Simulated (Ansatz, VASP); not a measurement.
**One calculation of Al, two programs**

```
CELL_PARAMETERS angstrom
0.00000 3.02335 3.02335
3.02335 0.00000 3.02335
3.02335 3.02335 0.00000
ATOMIC_POSITIONS crystal
Al 0.00000 0.00000 0.00000
Al 0.25000 0.25000 0.25000
```

Alike in both runs: task single point; functional LDA; k mesh 9 × 9 × 9; occupations fermi-dirac, width 0.08 eV; no spin polarisation.

```csv
,VASP,Ansatz
version,VASP 6.6.1,Ansatz 0.2.0
potentials or method,"VASP PAW LDA potentials, release 64 (Al), cutoff 520 eV","all-electron LAPW, scalar-relativistic"
```

VASP gave:

| Quantity | Value |
| --- | --- |
| pressure (GPa) | -1.8 |

Question: What did Ansatz give for the same quantities?

Answer: Pressure (GPa): -1.9.

LDA's correlation is that of Perdew and Zunger in VASP and of Perdew and Wang (1992) in Ansatz. Ansatz ran all-electron here, and VASP with PAW potentials.
